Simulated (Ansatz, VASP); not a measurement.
## Two plane-wave programs on Al8N

```
Al N
1.0
     2.85432    0.00000    0.00000
    -1.42716    2.47192    0.00000
     0.00000    0.00000   33.47606
Al N
8 1
Direct
  0.33333 0.66667 0.11949
  0.00000 0.00000 0.18956
  0.66667 0.33333 0.25964
  0.00000 0.00000 0.32971
  0.33333 0.66667 0.39922
  0.00000 0.00000 0.46965
  0.66667 0.33333 0.54010
  0.00000 0.00000 0.61166
  0.66667 0.33333 0.68545
```

Alike in both runs: task single point; functional PBE; k mesh 9 × 9 × 1; occupations gaussian, width 0.1 eV; no spin polarisation.

|  | VASP | Ansatz |
| --- | --- | --- |
| version | VASP 6.6.1 | Ansatz 0.2.0 |
| potentials or method | VASP PAW PBE potentials, release 64 (Al, N), cutoff 520 eV | scalar-relativistic, plane waves, PAW |
| valence electrons in the cell | 29 | 29 |

```csv
,VASP,Ansatz,Ansatz less VASP
gap on the k mesh at the Fermi level (eV),none,none,-
rms of the force components (eV/Å),0.509,0.510,+0.0009
"work function, face that differs most (eV)",3.94,3.96,+0.017
```

Atom by atom the forces differ by 0.001 eV/Å (rms over components). A gap of «none» marks a metal or a gap that the smearing closes. The functional is the same, so the differences come from potentials, cutoffs and numerics.
